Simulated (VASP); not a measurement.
Here is a VASP 6.6.1 calculation.

Contents of INCAR:

```
SYSTEM = ZnS
PREC = Accurate ; ENCUT = 520
EDIFF = 1E-7 ; ISMEAR = -1
SIGMA = 0.2 ; LREAL = .FALSE.
LASPH = .TRUE. ; NELM = 60
ALGO = Normal ; ISIF = 2
LWAVE = .FALSE. ; LCHARG = .FALSE.
GGA = PE ; IVDW = 13
NBANDS = 16
```

File KPOINTS:

```
Automatic mesh
0
G
  7 7 7
  0 0 0
```

POSCAR

```
ZnS
1.0
    0.0000000000      2.6888034262      2.6888034262
    2.6888034262      0.0000000000      2.6888034262
    2.6888034262      2.6888034262      0.0000000000
Zn S
1 1
Direct
    0.2500000000      0.2500000000      0.2500000000
    0.0000000000      0.0000000000      0.0000000000
```

Potentials or basis: VASP PAW PBE potentials, release 64 (Zn, S).

Command:

```bash
$ cat potpaw_PBE.64/Zn/POTCAR potpaw_PBE.64/S/POTCAR > POTCAR
$ mpirun -np 1 vasp_std > vasp.out
```

(1) Estimate the dispersion energy per atom.

(2) Predict the band gap on the k mesh.

(3) What does it give for the pressure?

Results:

(1) -0.311 eV.

(2) 2.18 eV, direct.

(3) 0.2 GPa.

**The experiment to reproduce.**

“Electronic, vibrational, and thermodynamic properties of ZnS (zincblende and rocksalt structure)”, 2009, arxiv:0911.5022 quotes, for a bulk crystal of ZnS at 19 K: band gap 3.85 eV (direct).

Measured gap of ZnS: 3.85 eV (direct; 19 K; quoted in “Electronic, vibrational, and thermodynamic properties of ZnS (zincblende and rocksalt structure)”, 2009, arxiv:0911.5022). This calculation gives 2.18 eV (-1.67 eV). The value is that of PBE+D4, without temperature or zero-point motion. Semilocal functionals fall short of measured gaps as a rule.
